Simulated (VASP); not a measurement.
Input of a VASP 6.6.1 run:

The input INCAR:

```
PREC = Accurate ; ENCUT = 520
EDIFF = 1E-6 ; ISMEAR = -1
SIGMA = 0.05 ; LREAL = F
LASPH = T ; NELM = 80
ALGO = Normal ; ISIF = 2
LWAVE = F ; LCHARG = T
GGA = PS ; LELF = T
LVHAR = T ; NBANDS = 20
```

KPOINTS

```
regular mesh
0
Gamma
  16 16 9
```

File POSCAR:

```
V
1.0
    2.5746073786      0.0000000000      0.0000000000
   -1.2873036893      2.2296753946      0.0000000000
    0.0000000000      0.0000000000      4.6387227447
V
2
Direct
    0.3333333333      0.6666666667      0.2500000000
    0.6666666667      0.3333333333      0.7500000000
```

Potentials or basis: VASP PAW PBE potentials, release 64 (V_sv).

Launch:

```sh
$ cat potpaw_PBE.64/V_sv/POTCAR > POTCAR
$ mpirun -np 1 vasp_std > vasp.out
```

Problem. Estimate the band gap on the k mesh.

Solution. Zero (band 13 reaches 11.45 eV, above the bottom of band 14 at 9.51 eV).

Problem. Predict the pressure.

Solution. 0.1 GPa.

Stress tensor (GPa, compression positive):
```
0.11 0.00 0.00
0.00 0.11 0.00
0.00 0.00 0.21
```

Caveat: the PAW data sets were made with another functional, which shifts forces and pressure a little.
